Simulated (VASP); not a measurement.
# Be3ZnO (P-6m2) in VASP: further runs, part 2 of 2

VASP 6.6.1. The steps go on from the part before.

## (3) Single point, PBE

This run uses another cell than the first one, of 10.29 Å³/atom, 0.993 times its volume.

INCAR reads:

```
ALGO = Normal
EDIFF = 1E-6
ENCUT = 520
GGA = PE
ISIF = 2
ISMEAR = 0
LASPH = True
LCHARG = False
LREAL = False
LWAVE = False
NBANDS = 20
NELM = 80
PREC = Accurate
SIGMA = 0.1
```

KPOINTS reads:

```
k-points
0
Gamma
  6 6 4
```

POSCAR reads:

```
Be3ZnO
1.0
    3.7733084447      0.0000000000      0.0000000000
   -1.8866542223      3.2677809694      0.0000000000
    0.0000000000      0.0000000000      4.1708308356
Be Zn O
3 1 1
Direct
    0.0000000000      0.0000000000      0.2696345034
    0.0000000000      0.0000000000      0.7303654966
    0.3333333333      0.6666666667      0.5000000000
    0.6666666667      0.3333333333      0.5000000000
    0.3333333333      0.6666666667      0.0000000000
```

Potentials or basis: VASP PAW PBE potentials, release 64 (Be, Zn, O).

The run is started by

```sh
cat potpaw_PBE.64/Be/POTCAR potpaw_PBE.64/Zn/POTCAR potpaw_PBE.64/O/POTCAR > POTCAR
mpirun -np 1 vasp_std > vasp.out
```

OUTCAR:

```text
EDIFF = 1E-6
   ENCUT = 520
   GGA = PE
   ISIF = 2
   ISMEAR = 0
   LASPH = True
   LREAL = False
   NELM = 80
   PREC = Accurate

 ion  position               nearest neighbor table
   1  0.000  0.000  0.270-   2 1.92   2 2.25   4 2.38   3 2.38   3 2.38   4 2.38   4 2.38   3 2.38

   2  0.000  0.000  0.730-   1 1.92   1 2.25   3 2.38   4 2.38   3 2.38   4 2.38   4 2.38   3 2.38

   3  0.333  0.667  0.500-   5 2.09   5 2.09   4 2.18   4 2.18   4 2.18   1 2.38   2 2.38   2 2.38
                             1 2.38   2 2.38   1 2.38
   4  0.667  0.333  0.500-   3 2.18   3 2.18   3 2.18   1 2.38   2 2.38   1 2.38   2 2.38   1 2.38
                             2 2.38
   5  0.333  0.667  0.000-   3 2.09   3 2.09

  LATTYP: Found a hexagonal cell.
 ALAT       =     3.7733084447
 C/A-ratio  =     1.1053511518

  Lattice vectors:

 A1 = (   3.7733084447,   0.0000000000,   0.0000000000)
 A2 = (  -1.8866542223,   3.2677809694,   0.0000000000)
 A3 = (   0.0000000000,   0.0000000000,   4.1708308356)

Analysis of symmetry for initial positions (statically):
=====================================================================
 Subroutine PRICEL returns:
 Original cell was already a primitive cell.

 Routine SETGRP: Setting up the symmetry group for a
 hexagonal supercell.

 Subroutine GETGRP returns: Found 12 space group operations
 (whereof 12 operations were pure point group operations)
 out of a pool of 24 trial point group operations.

The static configuration has the point symmetry D_3h.

Analysis of symmetry for dynamics (positions and initial velocities):
=====================================================================
 Subroutine PRICEL returns:
 Original cell was already a primitive cell.

[... 125 lines left out ...]
   EFERMI_NEDOS =   21; number of points for ismear=-14 and -15
   IALGO  =     38    algorithm
   IMIX   =      4    mixing-type and parameters
     AMIX     =   0.40;   BMIX     =  1.00
     AMIX_MAG =   1.60;   BMIX_MAG =  1.00
  volume/ion in A,a.u.               =      10.29        69.41
  Fermi-wavevector in a.u.,A,eV,Ry     =   1.269831  2.399633 21.939001  1.612471
  Thomas-Fermi vector in A             =   2.402851
   LORBIT       =      0    0 simple, 1 ext, 2 COOP (PROOUT), +10 PAW based schemes
   GGA     = PE    functional components
   LHFCALC =     F    Hartree Fock is set to
   AEXX    =    0.0000 exact exchange contribution
   IVDW    =     0    specifies the selected vdW correction
   LEPSILON=     F    determine dielectric tensor
   LRPA    =     F    only Hartree local field effects (RPA)
 non-spin polarized calculation
 Gauss-broadening in eV      SIGMA  =   0.10
  energy-cutoff  :      520.00
  volume of cell :       51.43
 maximum number of plane-waves:      1408
 NGX is ok and might be reduce to    28
   NGX = 13   NGY = 13   NGZ = 15

 number of electron      23.9999990 magnetization

 Free energy of the ion-electron system (eV)
  ---------------------------------------------------
  ext. energy  EPLUGINS =         0.00000000
  ---------------------------------------------------
  free energy    TOTEN  =       -16.63347311 eV

  energy without entropy =      -16.62390731  energy(sigma->0) =      -16.62869021

 E-fermi :   4.3747     XC(G=0): -10.5574

 val. band max:        4.3633359400   @ k =   0.1667   0.0000   0.2500
 cond. band min:       4.4130736841   @ k =   0.5000   0.0000   0.5000
 fundamental gap:      0.0497377441
 Fermi energy:         4.3746753828

 k-point     1 :       0.0000    0.0000    0.0000
  band No.  band energies     occupation
      1     -13.9730      2.00000
      2      -4.7334      2.00000
      3      -3.8002      2.00000
      4      -3.8002      2.00000
      5      -3.3721      2.00000
      6      -3.3721      2.00000
[... 472 lines left out ...]
     19      14.1070      0.00000
     20      14.6432      0.00000

------------------------ aborting loop because EDIFF is reached ----------------------------------------

  FORCE on cell =-STRESS in cart. coord.  units (eV):
  Direction    XX          YY          ZZ          XY          YZ          ZX
  --------------------------------------------------------------------------------------
  -------------------------------------------------------------------------------------
  Total        0.0882048      0.0882048      0.0180898      0.0000000     -0.0000000     -0.0000000
  in kB        2.7479248      2.7479248      0.5635686      0.0000000     -0.0000000     -0.0000000
  external PRESSURE =       2.0198061 kB  Pullay stress =       0.0000000 kB

 VOLUME and BASIS-vectors are now :
 -----------------------------------------------------------------------------
  energy-cutoff  :      520.00
  volume of cell :       51.43
      direct lattice vectors                 reciprocal lattice vectors
     3.773308445  0.000000000  0.000000000     0.265019416  0.153009031  0.000000000
    -1.886654222  3.267780969  0.000000000     0.000000000  0.306018062  0.000000000
     0.000000000  0.000000000  4.170830836     0.000000000  0.000000000  0.239760383

 POSITION                                       TOTAL-FORCE (eV/Angst)
 -----------------------------------------------------------------------------------
      0.00000      0.00000      1.12460         0.000000     -0.000000     -0.026896
      0.00000      0.00000      3.04623         0.000000     -0.000000      0.026896
     -0.00000      2.17852      2.08542        -0.000000     -0.000000      0.000000
      1.88665      1.08926      2.08542        -0.000000      0.000000      0.000000
     -0.00000      2.17852      0.00000        -0.000000     -0.000000      0.000000
 -----------------------------------------------------------------------------------
    total drift:                                0.000001     -0.000001      0.000000

  FREE ENERGIE OF THE ION-ELECTRON SYSTEM (eV)
  ---------------------------------------------------
  free  energy   TOTEN  =       -16.6334731121 eV

  energy  without entropy=      -16.6239073109  energy(sigma->0) =      -16.62869021
```

OSZICAR:

```text
N       E                     dE             d eps       ncg     rms          rms(c)
DAV:   1     0.131616923684E+03    0.13162E+03   -0.11355E+04   840   0.137E+03
DAV:   2    -0.454420380738E+01   -0.13616E+03   -0.12823E+03   848   0.297E+02
DAV:   3    -0.182588686534E+02   -0.13715E+02   -0.13447E+02  1048   0.918E+01
DAV:   4    -0.184973667838E+02   -0.23850E+00   -0.23712E+00   964   0.116E+01
DAV:   5    -0.184984604936E+02   -0.10937E-02   -0.10936E-02   972   0.824E-01    0.781E+00
DAV:   6    -0.171321123727E+02    0.13663E+01   -0.10145E+01  1196   0.889E+01    0.623E+00
DAV:   7    -0.167067385577E+02    0.42537E+00   -0.33477E+00  1076   0.177E+01    0.200E+00
DAV:   8    -0.166405783802E+02    0.66160E-01   -0.38485E-01   984   0.566E+00    0.677E-01
DAV:   9    -0.166339213763E+02    0.66570E-02   -0.24873E-02   964   0.306E+00    0.281E-01
DAV:  10    -0.166333894688E+02    0.53191E-03   -0.43504E-03  1164   0.918E-01    0.920E-02
DAV:  11    -0.166334588585E+02   -0.69390E-04   -0.98770E-04   940   0.311E-01    0.350E-02
DAV:  12    -0.166334712776E+02   -0.12419E-04   -0.52989E-05   924   0.625E-02    0.106E-02
DAV:  13    -0.166334735232E+02   -0.22455E-05   -0.13224E-05   968   0.772E-02    0.393E-03
DAV:  14    -0.166334731121E+02    0.41106E-06   -0.23120E-06   836   0.231E-02
   1 F= -.16633473E+02 E0= -.16628690E+02  d E =-.956580E-02
```

stdout:

```text
POSCAR found type information on POSCAR BeZnO
 POSCAR found :  3 types and       5 ions
 scaLAPACK will be used
 LDA part: xc-table for (Slater+PW92), standard interpolation
 POSCAR, INCAR and KPOINTS ok, starting setup
 FFT: planning ... GRIDC
 FFT: planning ... GRID_SOFT
 FFT: planning ... GRID
 WAVECAR not read
 entering main loop
```

It took 20 s on 1 thread of Intel Xeon Platinum 8259CL at 2.50GHz (Skylake/Cascade Lake), shared host; peak memory 0.17 GiB.

Results:

```
Free energy            : -16.6335 eV
Pressure               : 0.2 GPa
Largest force          : 0.027 eV/Å
Band gap on the k mesh : zero (band 12 reaches 6.15 eV, above the bottom of band 13 at 3.94 eV)
```

Forces in eV/Å, atoms in the order of the input:
```
Be   0.000  0.000 -0.027
Be   0.000  0.000  0.027
Be   0.000  0.000  0.000
Zn   0.000  0.000  0.000
O    0.000  0.000  0.000
```

Levels at points of the mesh, in eV from the Fermi level:
| k point | band 9 | band 10 | band 11 | band 12 | band 13 | band 14 | band 15 | band 16 |
| --- | --- | --- | --- | --- | --- | --- | --- | --- |
| (0.00, 0.00, 0.00) | -3.53 | -3.53 | -0.64 | 1.19 | 1.19 | 2.71 | 3.15 | 3.15 |
| (0.50, 0.00, 0.00) | -4.84 | -4.68 | -3.25 | -0.27 | 1.45 | 2.11 | 3.13 | 5.54 |
| (0.00, 0.00, 0.50) | -3.35 | -3.09 | -2.67 | 1.78 | 1.78 | 2.51 | 2.51 | 4.22 |
| (0.50, 0.00, 0.50) | -5.67 | -3.68 | -1.91 | -1.80 | 0.04 | 1.97 | 4.39 | 5.77 |

Caveat: the k points lie up to 0.38 Å⁻¹ apart.

## (4) Relaxation of cell and atoms, PBE

INCAR reads:

```
SYSTEM = Be3ZnO
PREC = Accurate ; ENCUT = 600
EDIFF = 1E-6 ; ISMEAR = 0
SIGMA = 0.1 ; LREAL = .False.
LASPH = .True. ; NELM = 100
ALGO = Normal ; ISIF = 3
LWAVE = .False. ; LCHARG = .False.
GGA = PE ; IBRION = 2
NSW = 90 ; EDIFFG = -0.04
```

KPOINTS reads:

```
regular mesh
0
Gamma
  6 6 4
  0 0 0
```

POSCAR reads:

```
Be3ZnO
1.0
    3.2752578800      0.0000000000      0.0000000000
   -1.6376289400      2.8364565300      0.0000000000
    0.0000000000      0.0000000000      5.5750652800
Be Zn O
3 1 1
Direct
    0.0000000000      0.0000000000      0.1752381600
    0.0000000000      0.0000000000      0.8247618400
    0.3333333300      0.6666666700      0.5000000000
    0.6666666700      0.3333333300      0.5000000000
    0.3333333300      0.6666666700      0.0000000000
```

The run is started by

```sh
cat potpaw_PBE.64/Be/POTCAR potpaw_PBE.64/Zn/POTCAR potpaw_PBE.64/O/POTCAR > POTCAR
mpirun -np 1 vasp_std > vasp.out
```

Wall time 5.5 min (1 thread of Intel Xeon Platinum 8259CL at 2.50GHz (Skylake/Cascade Lake), shared host); peak memory 0.21 GiB.

It converged, with:

| Property | Result |
| --- | --- |
| Free energy | -16.6313 eV |
| Relaxed volume | 10.30 Å³/atom |
| Relaxed cell | a = 3.775 Å, b = 3.775 Å, c = 4.174 Å, α = 90.00°, β = 90.00°, γ = 120.00° |
| Space group after relaxing (to 0.05 Å) | P-6m2 (No. 187) |
| Energy gained by relaxing | 378.2 meV/atom |
| Ionic steps | 20 |
| Pressure after relaxing | -0.1 GPa |
| Largest force after relaxing | 0.006 eV/Å |
| Band gap on the k mesh | zero (band 12 reaches 6.14 eV, above the bottom of band 13 at 3.93 eV) |

Forces in eV/Å, atoms in the order of the input:
```
Be   0.000  0.000 -0.006
Be   0.000  0.000  0.006
Be   0.000  0.000  0.000
Zn   0.000  0.000  0.000
O    0.000  0.000  0.000
```

Stress tensor (GPa, compression positive):
```
-0.04  0.00  0.00
 0.00 -0.04  0.00
 0.00  0.00 -0.13
```

Step by step:
```tsv
step	energy change (eV)	largest force (eV/Å)	pressure (GPa)	volume (Å³)
1	0.0000	2.6403	7.15	51.79
2	-0.4386	0.5396	-1.46	55.33
3	-0.4451	0.2806	-2.26	55.87
4	-0.4931	0.1662	-0.89	54.84
5	-0.5425	0.0854	2.69	52.67
6	-0.5483	0.0968	4.42	51.78
7	-0.5882	0.1937	3.53	52.11
8	-0.7895	0.7405	0.90	53.01
9	-1.4356	1.1244	-4.03	54.38
10	-1.1462	4.2928	-3.09	55.20
11	-1.6724	1.0773	-5.90	54.87
12	-1.7961	0.2130	-6.44	55.23
13	-1.8012	0.4490	-6.56	55.13
14	-1.8064	0.3479	-6.54	55.15
15	-1.8118	0.2004	-6.02	54.93
16	-1.8158	0.0347	-6.22	55.02
17	-1.8372	0.0293	-5.37	54.45
18	-1.8804	0.0109	-2.58	52.76
19	-1.8628	0.0408	4.52	49.48
20	-1.8910	0.0061	-0.07	51.51
```

Final structure:
```
Be Zn O
1.0
     3.77454    0.00000    0.00000
    -1.88727    3.26885    0.00000
     0.00000    0.00000    4.17447
Be Zn O
3 1 1
Direct
  0.00000 0.00000 0.26945
  0.00000 0.00000 0.73055
  0.33333 0.66667 0.50000
  0.66667 0.33333 0.50000
  0.33333 0.66667 0.00000
```

Levels at points of the mesh, in eV from the Fermi level:
| k point | band 9 | band 10 | band 11 | band 12 | band 13 | band 14 | band 15 | band 16 |
| --- | --- | --- | --- | --- | --- | --- | --- | --- |
| (0.00, 0.00, 0.00) | -3.52 | -3.52 | -0.64 | 1.19 | 1.19 | 2.69 | 3.14 | 3.14 |
| (0.50, 0.00, 0.00) | -4.84 | -4.67 | -3.25 | -0.27 | 1.45 | 2.11 | 3.12 | 5.52 |
| (0.00, 0.00, 0.50) | -3.34 | -3.09 | -2.68 | 1.78 | 1.78 | 2.51 | 2.51 | 4.20 |
| (0.50, 0.00, 0.50) | -5.67 | -3.68 | -1.90 | -1.80 | 0.04 | 1.97 | 4.38 | 5.76 |

Caveat: the k points lie up to 0.38 Å⁻¹ apart in the final cell.

## (5) Single point, PBE, collinear spin, ferromagnetic start

This run uses another cell than the first one, of 10.29 Å³/atom, 0.993 times its volume.

INCAR reads:

```
  ALGO = Normal
  EDIFF = 1E-6
  ENCUT = 520
  GGA = PE
  ISIF = 2
  ISMEAR = 0
  ISPIN = 2
  LASPH = T
  LCHARG = F
  LORBIT = 11
  LREAL = F
  LWAVE = F
  MAGMOM = 0 0 0 0 1
  NBANDS = 24
  NELM = 150
  PREC = Accurate
  SIGMA = 0.1
```

KPOINTS reads:

```
k-points
0
Gamma
  6 6 4
```

POSCAR reads:

```
Be3ZnO
1.0
    3.7733084447      0.0000000000      0.0000000000
   -1.8866542223      3.2677809694      0.0000000000
    0.0000000000      0.0000000000      4.1708308356
Be Zn O
3 1 1
Direct
    0.0000000000      0.0000000000      0.2696345034
    0.0000000000      0.0000000000      0.7303654966
    0.3333333333      0.6666666667      0.5000000000
    0.6666666667      0.3333333333      0.5000000000
    0.3333333333      0.6666666667      0.0000000000
```

Potentials or basis: VASP PAW PBE potentials, release 64 (Be, Zn, O).

The run is started by

```sh
cat potpaw_PBE.64/Be/POTCAR potpaw_PBE.64/Zn/POTCAR potpaw_PBE.64/O/POTCAR > POTCAR
mpirun -np 1 vasp_std > vasp.out
```

OUTCAR:

```text
EDIFF = 1E-6
   ENCUT = 520
   GGA = PE
   ISIF = 2
   ISMEAR = 0
   ISPIN = 2
   LASPH = T
   LORBIT = 11
   LREAL = F
   NELM = 150
   PREC = Accurate

 ion  position               nearest neighbor table
   1  0.000  0.000  0.270-   2 1.92   2 2.25   4 2.38   3 2.38   3 2.38   4 2.38   4 2.38   3 2.38

   2  0.000  0.000  0.730-   1 1.92   1 2.25   3 2.38   4 2.38   3 2.38   4 2.38   4 2.38   3 2.38

   3  0.333  0.667  0.500-   5 2.09   5 2.09   4 2.18   4 2.18   4 2.18   1 2.38   2 2.38   2 2.38
                             1 2.38   2 2.38   1 2.38
[... 1369 lines left out ...]
    -1.886654222  3.267780969  0.000000000     0.000000000  0.306018062  0.000000000
     0.000000000  0.000000000  4.170830836     0.000000000  0.000000000  0.239760383

 POSITION                                       TOTAL-FORCE (eV/Angst)
 -----------------------------------------------------------------------------------
      0.00000      0.00000      1.12460        -0.000000      0.000000     -0.027004
      0.00000      0.00000      3.04623        -0.000000      0.000000      0.027004
     -0.00000      2.17852      2.08542         0.000000      0.000000      0.000000
      1.88665      1.08926      2.08542        -0.000000      0.000000      0.000000
     -0.00000      2.17852      0.00000         0.000000     -0.000000      0.000000
 -----------------------------------------------------------------------------------
    total drift:                                0.000001     -0.000001      0.000000

  FREE ENERGIE OF THE ION-ELECTRON SYSTEM (eV)
  ---------------------------------------------------
  free  energy   TOTEN  =       -16.6334727338 eV

  energy  without entropy=      -16.6239054687  energy(sigma->0) =      -16.62868910

 total charge

# of ion       s       p       d       tot
------------------------------------------
    1        0.384   0.594   0.000   0.978
    2        0.384   0.594   0.000   0.978
    3        0.389   0.662   0.000   1.052
    4        0.720   0.662   9.688  11.070
    5        1.618   3.192   0.000   4.809
--------------------------------------------------
tot          3.495   5.704   9.688  18.886

 magnetization (x)

# of ion       s       p       d       tot
------------------------------------------
    1       -0.000  -0.000   0.000  -0.000
    2       -0.000  -0.000   0.000  -0.000
    3        0.000   0.000   0.000   0.000
    4       -0.000   0.000  -0.000   0.000
    5       -0.000   0.000   0.000   0.000
--------------------------------------------------
tot         -0.000   0.000  -0.000   0.000
```

stdout:

```text
POSCAR found type information on POSCAR BeZnO
 POSCAR found :  3 types and       5 ions
 scaLAPACK will be used
 LDA part: xc-table for (Slater+PW92), standard interpolation
 POSCAR, INCAR and KPOINTS ok, starting setup
 FFT: planning ... GRIDC
 FFT: planning ... GRID_SOFT
 FFT: planning ... GRID
 WAVECAR not read
 entering main loop
```

Wall time 44 s (1 thread of Intel Xeon Platinum 8259CL at 2.50GHz (Skylake/Cascade Lake), shared host); peak memory 0.2 GiB.

Results:

- Free energy: -16.6335 eV
- Pressure: 0.2 GPa
- Largest force: 0.027 eV/Å
- Band gap on the k mesh: zero (filled and empty bands overlap)
- Net moment: 0.00 μB per cell
- Valence electrons inside the program's atomic spheres: Be 0.98, 1.05; Zn 11.07; O 4.81

Forces on the atoms (eV/Å):
```
Be   0.000  0.000 -0.027
Be   0.000  0.000  0.027
Be   0.000  0.000  0.000
Zn   0.000  0.000  0.000
O    0.000  0.000  0.000
```

Caveat: the k points lie up to 0.38 Å⁻¹ apart.

## (6) The runs side by side

| task | spin | cell | cutoff (eV) | gap on the mesh (eV) | pressure (GPa) | largest force (eV/Å) |
| --- | --- | --- | --- | --- | --- | --- |
| single point | off | a = 3.275, b = 3.275, c = 5.575 Å, angles 90.0, 90.0, 120.0°, 5 atoms | 520 | none | 7.2 | 2.64 |
| single point | off | a = 3.773, b = 3.773, c = 4.171 Å, angles 90.0, 90.0, 120.0°, 5 atoms | 520 | none | 0.2 | 0.03 |
| relaxation of cell and atoms | off | relaxed from a = 3.275, b = 3.275, c = 5.575 Å, angles 90.0, 90.0, 120.0°, 5 atoms | 600 | none | -0.1 | 0.01 |
| single point | collinear, ferromagnetic start | a = 3.773, b = 3.773, c = 4.171 Å, angles 90.0, 90.0, 120.0°, 5 atoms | 520 | none | 0.2 | 0.03 |

Alike in all rows: level PBE; potentials or basis VASP PAW PBE potentials, release 64 (Be, Zn, O); k mesh 6 × 6 × 4; smearing gaussian 0.1 eV.

Caveats: all runs use coarse meshes; forces of over 1 eV/Å act on the atoms, so gaps and moduli don't describe the material at rest (some runs).

Total energies depend on the potentials used, so only differences within one code and one set of settings carry meaning.
